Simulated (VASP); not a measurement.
# Mg in VASP: further runs, part 2 of 2

VASP 6.6.1. The steps go on from the part before.

**4. Electric field gradients, PBE (equal xy, yz and zx shear strains of +1 %)**

INCAR

```
SYSTEM = Mg
  PREC = Accurate
  ENCUT = 520
  EDIFF = 1E-8
  ISMEAR = -1
  SIGMA = 0.08
  LREAL = .False.
  LASPH = .True.
  NELM = 80
  ALGO = Normal
  ISIF = 2
  LWAVE = .False.
  LCHARG = .False.
  GGA = PE
  LEFG = .True.
  NBANDS = 9
```

KPOINTS

```
regular mesh
0
Gamma
  12 12 7
  0 0 0
```

POSCAR

```
Mg
1.0
    3.2092715325      0.0160463577      0.0160463577
   -1.5907392128      2.7712874960      0.0058733745
    0.0260516500      0.0260516500      5.2103300000
Mg
2
Direct
    0.3333333333      0.6666666667      0.2500000000
    0.6666666667      0.3333333333      0.7500000000
```

Potentials or basis: VASP PAW PBE potentials, release 64 (Mg).

Launch:

```bash
> cat potpaw_PBE.64/Mg/POTCAR > POTCAR
> mpirun -np 1 vasp_std > vasp.out
```

OUTCAR:

```text
SYSTEM = Mg
   PREC = Accurate
   ENCUT = 520
   EDIFF = 1E-8
   ISMEAR = -1
   LREAL = .False.
   LASPH = .True.
   NELM = 80
   ISIF = 2
   GGA = PE

 ion  position               nearest neighbor table
   1  0.333  0.667  0.250-   2 3.18   2 3.18   2 3.19   2 3.20   2 3.21   2 3.22
   2  0.667  0.333  0.750-   1 3.18   1 3.18   1 3.19   1 3.20   1 3.21   1 3.22

  LATTYP: Found a triclinic cell.
 ALAT       =     3.2232526051
 B/A-ratio  =     0.9913558883
 C/A-ratio  =     1.6165224681
 COS(alpha) =     0.0036852528
 COS(beta)  =     0.0136346634
[... 506 lines left out ...]
  free  energy   TOTEN  =        -3.0196389839 eV

  energy  without entropy=       -3.0015307440  energy(sigma->0) =       -3.01058486

 Electric field gradients (V/A^2)
---------------------------------------------------------------------
 ion       V_xx      V_yy      V_zz      V_xy      V_xz      V_yz
---------------------------------------------------------------------
   1      -0.464    -0.477     0.941     0.272     0.255     0.254
   2      -0.464    -0.477     0.941     0.272     0.255     0.254
---------------------------------------------------------------------

 Electric field gradients after diagonalization (V/A^2)
 (convention: |V_zz| > |V_xx| > |V_yy|)
----------------------------------------------------------------------
 ion       V_xx      V_yy      V_zz     asymmetry (V_yy - V_xx)/ V_zz
----------------------------------------------------------------------
   1      -0.743    -0.302     1.045       0.422
   2      -0.743    -0.302     1.045       0.422
----------------------------------------------------------------------

           NMR quadrupolar parameters

 Cq : quadrupolar parameter    Cq=e*Q*V_zz/h
 eta: asymmetry parameters     (V_yy - V_xx)/ V_zz
 Q  : nuclear electric quadrupole moment in mb (millibarn)
----------------------------------------------------------------------
 ion       Cq(MHz)       eta       Q (mb)
----------------------------------------------------------------------
   1       0.003       0.422       1.000
   2       0.003       0.422       1.000
----------------------------------------------------------------------
```

OSZICAR:

```text
N       E                     dE             d eps       ncg     rms          rms(c)
DAV:   1    -0.344091629677E+00   -0.34409E+00   -0.13007E+03  9108   0.315E+02
DAV:   2    -0.299359789980E+01   -0.26495E+01   -0.25573E+01 12077   0.266E+01
DAV:   3    -0.303301044449E+01   -0.39413E-01   -0.39170E-01 11553   0.270E+00
DAV:   4    -0.303313761636E+01   -0.12717E-03   -0.12716E-03 11713   0.151E-01
DAV:   5    -0.303313821398E+01   -0.59762E-06   -0.59795E-06 11250   0.987E-03    0.963E-01
DAV:   6    -0.302712675565E+01    0.60115E-02   -0.65577E-04 10467   0.197E-01    0.617E-01
DAV:   7    -0.301962731073E+01    0.74994E-02   -0.25579E-03  9460   0.343E-01    0.344E-02
DAV:   8    -0.301964062135E+01   -0.13311E-04   -0.17667E-05 13095   0.251E-02    0.770E-03
DAV:   9    -0.301963928986E+01    0.13315E-05   -0.12600E-06  9974   0.538E-03    0.616E-04
DAV:  10    -0.301963903674E+01    0.25312E-06   -0.63027E-09 12412   0.450E-04    0.169E-04
DAV:  11    -0.301963899039E+01    0.46354E-07   -0.66350E-10  5645   0.179E-04    0.163E-05
DAV:  12    -0.301963898391E+01    0.64859E-08   -0.36239E-11  5201   0.245E-05
   1 F= -.30196390E+01 E0= -.30105849E+01  d E =-.181082E-01
```

It took 2.4 min on 1 thread of AMD EPYC 7R43 (Zen 3), shared host; peak memory 0.29 GiB.

What came out:

* Free energy: -3.0196 eV
* Pressure: -0.6 GPa
* Largest force: 0.007 eV/Å
* Band gap on the k mesh: zero (band 2 reaches 3.57 eV, above the bottom of band 3 at 1.33 eV)

Forces on the atoms (eV/Å):
```
Mg  -0.007  0.000  0.000
Mg   0.007  0.000  0.000
```

Levels at points of the mesh, in eV from the Fermi level:
| k point | band 1 | band 2 | band 3 | band 4 | band 5 |
| --- | --- | --- | --- | --- | --- |
| (0.00, 0.00, 0.00) | -6.84 | -1.62 | -1.20 | 10.80 | 10.90 |
| (0.50, 0.00, 0.00) | -2.13 | -2.11 | 2.61 | 3.01 | 3.28 |
| (0.00, 0.50, 0.00) | -2.08 | -2.08 | 2.67 | 3.05 | 3.30 |
| (0.50, 0.50, 0.00) | -2.05 | -2.03 | 2.73 | 3.08 | 3.32 |

Electric field gradients, principal values (V/Å²):
| atom | least | middle | greatest (by size) |
| --- | --- | --- | --- |
| 1 Mg | -0.302 | -0.743 | 1.045 |
| 2 Mg | -0.302 | -0.743 | 1.045 |

Caveat: the cell differs from its parent crystal (equal xy, yz and zx shear strains of +1 %); without QUAD_EFG the Cq values of the log hold for a quadrupole moment of 1 mb, not for the nuclei.

**5. Electric field gradients, PBE (volume scaled by 0.94)**

INCAR

```
PREC = Accurate
ENCUT = 520
EDIFF = 1E-8
ISMEAR = -1
SIGMA = 0.08
LREAL = False
LASPH = True
NELM = 100
ALGO = Normal
ISIF = 2
LWAVE = False
LCHARG = False
GGA = PE
LEFG = True
NBANDS = 9
```

KPOINTS

```
Automatic mesh
0
Gamma
  12 12 7
```

POSCAR

```
Mg
1.0
    3.1437578123      0.0000000000      0.0000000000
   -1.5718789061      2.7225741288      0.0000000000
    0.0000000000      0.0000000000      5.1039668898
Mg
2
Direct
    0.3333333333      0.6666666667      0.2500000000
    0.6666666667      0.3333333333      0.7500000000
```

Potentials or basis: VASP PAW PBE potentials, release 64 (Mg).

Launch:

```bash
> cat potpaw_PBE.64/Mg/POTCAR > POTCAR
> mpirun -np 1 vasp_std > vasp.out
```

OUTCAR:

```text
PREC = Accurate
   ENCUT = 520
   EDIFF = 1E-8
   ISMEAR = -1
   LREAL = False
   LASPH = True
   NELM = 100
   ISIF = 2
   GGA = PE

 ion  position               nearest neighbor table
   1  0.333  0.667  0.250-   2 3.13   2 3.13   2 3.13   2 3.13   2 3.13   2 3.13
   2  0.667  0.333  0.750-   1 3.13   1 3.13   1 3.13   1 3.13   1 3.13   1 3.13

  LATTYP: Found a hexagonal cell.
 ALAT       =     3.1437578123
 C/A-ratio  =     1.6235242008

  Lattice vectors:

 A1 = (   3.1437578123,   0.0000000000,   0.0000000000)
 A2 = (  -1.5718789061,   2.7225741288,   0.0000000000)
 A3 = (   0.0000000000,   0.0000000000,   5.1039668898)

Analysis of symmetry for initial positions (statically):
=====================================================================
 Subroutine PRICEL returns:
 Original cell was already a primitive cell.

 Routine SETGRP: Setting up the symmetry group for a
 hexagonal supercell.

 Subroutine GETGRP returns: Found 24 space group operations
 (whereof 12 operations were pure point group operations)
 out of a pool of 24 trial point group operations.

The static configuration has the point symmetry D_3d.
 The point group associated with its full space group is D_6h.

Analysis of symmetry for dynamics (positions and initial velocities):
=====================================================================
 Subroutine PRICEL returns:
 Original cell was already a primitive cell.

 Routine SETGRP: Setting up the symmetry group for a
 hexagonal supercell.

 Subroutine GETGRP returns: Found 24 space group operations
 (whereof 12 operations were pure point group operations)
[... 162 lines left out ...]
      3       1.6599      2.00000
      4      14.1287      0.00000
      5      14.1287      0.00000
      6      14.3460      0.00000
      7      14.3460      0.00000
      8      15.0203      0.00000
      9      16.7883      0.00000
[... 265 lines left out ...]
 k-point    24 :       0.3333    0.0000    0.1429
  band No.  band energies     occupation
      1      -1.8997      2.00000
      2       2.0096      1.99995
      3       4.3636      0.00000
      4       5.5175      0.00000
      5       8.2895      0.00000
      6      10.6016      0.00000
      7      10.6793      0.00000
      8      12.7427      0.00000
      9      14.0171      0.00000

 [... further k-points ...]
[... 5 lines left out ...]
  --------------------------------------------------------------------------------------
  -------------------------------------------------------------------------------------
  Total        0.5769159      0.5769159      0.3419847      0.0000000      0.0000000      0.0000000
  in kB       21.1585764     21.1585764     12.5424004      0.0000000      0.0000000      0.0000000
  external PRESSURE =      18.2865177 kB  Pullay stress =       0.0000000 kB

 VOLUME and BASIS-vectors are now :
 -----------------------------------------------------------------------------
  energy-cutoff  :      520.00
  volume of cell :       43.69
      direct lattice vectors                 reciprocal lattice vectors
     3.143757812  0.000000000  0.000000000     0.318090661  0.183649729  0.000000000
    -1.571878906  2.722574129  0.000000000     0.000000000  0.367299457  0.000000000
     0.000000000  0.000000000  5.103966890     0.000000000  0.000000000  0.195926036

 POSITION                                       TOTAL-FORCE (eV/Angst)
 -----------------------------------------------------------------------------------
     -0.00000      1.81505      1.27599         0.000000     -0.000000      0.000000
      1.57188      0.90752      3.82798        -0.000000      0.000000      0.000000
 -----------------------------------------------------------------------------------
    total drift:                                0.000000     -0.000000      0.000000

  FREE ENERGIE OF THE ION-ELECTRON SYSTEM (eV)
  ---------------------------------------------------
  free  energy   TOTEN  =        -3.0105000940 eV

  energy  without entropy=       -2.9937912852  energy(sigma->0) =       -3.00214569

 Electric field gradients (V/A^2)
---------------------------------------------------------------------
 ion       V_xx      V_yy      V_zz      V_xy      V_xz      V_yz
---------------------------------------------------------------------
   1      -0.506    -0.506     1.011    -0.000    -0.000     0.000
   2      -0.506    -0.506     1.011    -0.000     0.000    -0.000
---------------------------------------------------------------------

 Electric field gradients after diagonalization (V/A^2)
 (convention: |V_zz| > |V_xx| > |V_yy|)
----------------------------------------------------------------------
 ion       V_xx      V_yy      V_zz     asymmetry (V_yy - V_xx)/ V_zz
----------------------------------------------------------------------
   1      -0.506    -0.506     1.011       0.000
   2      -0.506    -0.506     1.011       0.000
----------------------------------------------------------------------

           NMR quadrupolar parameters

 Cq : quadrupolar parameter    Cq=e*Q*V_zz/h
 eta: asymmetry parameters     (V_yy - V_xx)/ V_zz
 Q  : nuclear electric quadrupole moment in mb (millibarn)
----------------------------------------------------------------------
 ion       Cq(MHz)       eta       Q (mb)
----------------------------------------------------------------------
   1       0.002       0.000       1.000
   2       0.002       0.000       1.000
----------------------------------------------------------------------
```

OSZICAR:

```text
N       E                     dE             d eps       ncg     rms          rms(c)
DAV:   1    -0.225294152754E+00   -0.22529E+00   -0.13140E+03  1368   0.316E+02
DAV:   2    -0.298356417922E+01   -0.27583E+01   -0.26043E+01  1822   0.266E+01
DAV:   3    -0.302440511930E+01   -0.40841E-01   -0.40689E-01  1801   0.272E+00
DAV:   4    -0.302453628802E+01   -0.13117E-03   -0.13116E-03  1750   0.146E-01
DAV:   5    -0.302453684573E+01   -0.55771E-06   -0.55791E-06  1736   0.982E-03    0.956E-01
DAV:   6    -0.301800047887E+01    0.65364E-02   -0.49090E-04  1634   0.176E-01    0.612E-01
DAV:   7    -0.301049256931E+01    0.75079E-02   -0.18711E-03  1416   0.302E-01    0.330E-02
DAV:   8    -0.301050131610E+01   -0.87468E-05   -0.14831E-05  1926   0.230E-02    0.726E-03
DAV:   9    -0.301050027192E+01    0.10442E-05   -0.11449E-06  1515   0.517E-03    0.619E-04
DAV:  10    -0.301050010372E+01    0.16820E-06   -0.54446E-09  1792   0.431E-04    0.135E-04
DAV:  11    -0.301050009401E+01    0.97159E-08   -0.36573E-10   855   0.139E-04
   1 F= -.30105001E+01 E0= -.30021457E+01  d E =-.167088E-01
```

stdout:

```text
POSCAR found type information on POSCAR Mg
 POSCAR found :  1 types and       2 ions
 scaLAPACK will be used
 LDA part: xc-table for (Slater+PW92), standard interpolation
 POSCAR, INCAR and KPOINTS ok, starting setup
 FFT: planning ... GRIDC
 FFT: planning ... GRID_SOFT
 FFT: planning ... GRID
 WAVECAR not read
 entering main loop
ion   1

ion   2
```

It took 19 s on 1 thread of Intel Xeon Platinum 8488C (Sapphire Rapids), shared host; peak memory 0.17 GiB.

Results:

- Free energy: -3.0105 eV
- Pressure: 1.8 GPa
- Band gap on the k mesh: zero (band 2 reaches 3.91 eV, above the bottom of band 3 at 1.66 eV)

Stress tensor (GPa, compression positive):
```
2.12 0.00 0.00
0.00 2.12 0.00
0.00 0.00 1.25
```

Levels at points of the mesh, in eV from the Fermi level:
```tsv
k point	band 1	band 2	band 3	band 4	band 5	band 6
(0.00, 0.00, 0.00)	-7.10	-1.72	-1.19	11.28	11.28	11.49
(0.50, 0.00, 0.00)	-2.18	-2.13	2.78	3.08	3.47	3.87
```

Electric field gradients, principal values (V/Å²):
| atom | least | middle | greatest (by size) |
| --- | --- | --- | --- |
| 1 Mg | -0.506 | -0.506 | 1.011 |
| 2 Mg | -0.506 | -0.506 | 1.011 |

Caveat: without QUAD_EFG the Cq values of the log hold for a quadrupole moment of 1 mb, not for the nuclei.

**6. Overview**

| level | cell | gap on the mesh (eV) | pressure (GPa) |
| --- | --- | --- | --- |
| PBEsol | a = 3.209, b = 3.209, c = 5.210 Å, angles 90.0, 90.0, 120.0°, 2 atoms | none | -1.2 |
| r2SCAN | a = 3.209, b = 3.209, c = 5.210 Å, angles 90.0, 90.0, 120.0°, 2 atoms | none | -1.4 |
| PBE | a = 3.209, b = 3.195, c = 5.210 Å, angles 89.8, 89.4, 119.6°, 2 atoms | none | -0.6 |
| PBE | a = 3.144, b = 3.144, c = 5.104 Å, angles 90.0, 90.0, 120.0°, 2 atoms | none | 1.8 |

Alike in all rows: task electric field gradients; potentials or basis VASP PAW PBE potentials, release 64 (Mg); no spin polarisation; k mesh 12 × 12 × 7; cutoff (eV) 520; smearing fermi-dirac 0.08 eV.

Caveats: the PAW data sets were made with another functional, which shifts forces and pressure a little (some runs).

Absolute energies hang on the potentials; compare differences alone.
